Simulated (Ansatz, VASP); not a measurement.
## Y2Sn2O: VASP beside Ansatz

```
CELL_PARAMETERS angstrom
4.49878 0.00000 0.00000
0.00000 4.49878 0.00000
0.00000 0.00000 6.10246
ATOMIC_POSITIONS crystal
Y 0.00000 0.50000 0.50000
Y 0.50000 0.00000 0.50000
Sn 0.50000 0.50000 0.24000
Sn 0.50000 0.50000 0.76000
O 0.00000 0.00000 0.00000
```

Change from the starting cell: species swapped into the CeMg2Si2 type (P4/mmm, No. 123).

Alike in both runs: task relaxation of cell and atoms; functional PBE; k mesh 4 × 4 × 4; occupations gaussian, width 0.1 eV; no spin polarisation.

|  | VASP | Ansatz |
| --- | --- | --- |
| version | VASP 6.6.1 | Ansatz 0.2.0 |
| potentials or method | VASP PAW PBE potentials, release 64 (Y_sv, Sn_d, O), cutoff 600 eV | scalar-relativistic, plane waves, PAW |
| valence electrons in the cell | 56 | 56 |

```tsv
	VASP	Ansatz	Ansatz less VASP
gap on the k mesh at the Fermi level, each at its own relaxed structure (eV)	none	none	-
relaxed volume (Å³/atom)	32.62	32.81	+0.184
relaxed cell length with the largest relative difference (Å)	5.439	5.457	+0.0178
```

A gap of «none» marks a metal or a gap that the smearing closes.

Noted on VASP's run: the volume moved by over 15 % at a fixed basis, so the end points are rough.
